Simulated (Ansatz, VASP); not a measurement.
LiHgSe4 in VASP and in Ansatz

File INCAR:

```
PREC = Accurate ; ENCUT = 520
EDIFF = 1E-7 ; ISMEAR = -1
SIGMA = 0.1 ; LREAL = False
LASPH = True ; NELM = 100
ALGO = Normal ; ISIF = 2
LWAVE = False ; LCHARG = False
GGA = PE ; NBANDS = 28
```

The input KPOINTS:

```
regular mesh
0
Gamma
  5 5 5
```

File POSCAR:

```
LiHgSe4
1.0
    0.0000000000      0.0000000000      4.3460280000
    5.7612470000     -5.7612470000      2.1730140000
    5.7612470000      5.7612470000     -2.1730140000
Hg Se Li
1 4 1
Direct
    0.0000000000      0.0000000000      0.0000000000
    0.4240000000      0.0140000000      0.2820000000
    0.5620000000      0.2820000000      0.9860000000
    0.1560000000      0.9860000000      0.7180000000
    0.8580000000      0.7180000000      0.0140000000
    0.7500000000      0.5000000000      0.5000000000
```

Input for Ansatz:

```yaml
crystal:
  lattice:
    - [0.0, 0.0, 4.346028]
    - [5.761247, -5.761247, 2.173014]
    - [5.761247, 5.761247, -2.173014]
  atoms:
    - { symbol: Hg, position: [0.0, 0.0, 0.0] }
    - { symbol: Se, position: [0.424, 0.014, 0.282] }
    - { symbol: Se, position: [0.562, 0.282, 0.986] }
    - { symbol: Se, position: [0.156, 0.986, 0.718] }
    - { symbol: Se, position: [0.858, 0.718, 0.014] }
    - { symbol: Li, position: [0.75, 0.5, 0.5] }
  symmetry: { tolerance: 0.0003 }
kpoints:
  mp_grid: { grid: [5, 5, 5], shift: [0, 0, 0] }
magnetization:
  spin_polarized: false
scf:
  occupations: { method: fermi_dirac }
hamiltonian:
  pseudopotentials: { kind: paw }
  xc: pbe
basis:
  ecutwfc: 420
output:
  forces: true
  stress: true
  eigenvalues: true
  write_density: true
  write_potential: true
  elf: true
  volumetric_format: npy
```

Alike in both runs: task single point; functional PBE; k mesh 5 × 5 × 5; no spin polarisation.

```csv
,VASP,Ansatz
version,VASP 6.6.1,Ansatz 0.2.0
potentials or method,"VASP PAW PBE potentials, release 64 (Hg, Se, Li_sv), cutoff 520 eV",PAW plane waves
occupations,"fermi-dirac, width 0.1 eV",fermi-dirac
valence electrons in the cell,39,87
```

```csv
,VASP,Ansatz,Ansatz less VASP
gap on the k mesh at the Fermi level (eV),none,none,-
rms of the force components (eV/Å),0.109,0.094,-0.0155
```

Atom by atom the forces differ by 0.019 eV/Å (rms over components). A gap of «none» marks a metal or a gap that the smearing closes. VASP's potentials hold 39 valence electrons a cell and Ansatz's 87, so a difference there can come from the potentials and not from the codes.

Spin-orbit coupling is off throughout. Noted on VASP's run: the cutoff is under 1.25 times that of the potentials, so the pressure is a little rough.
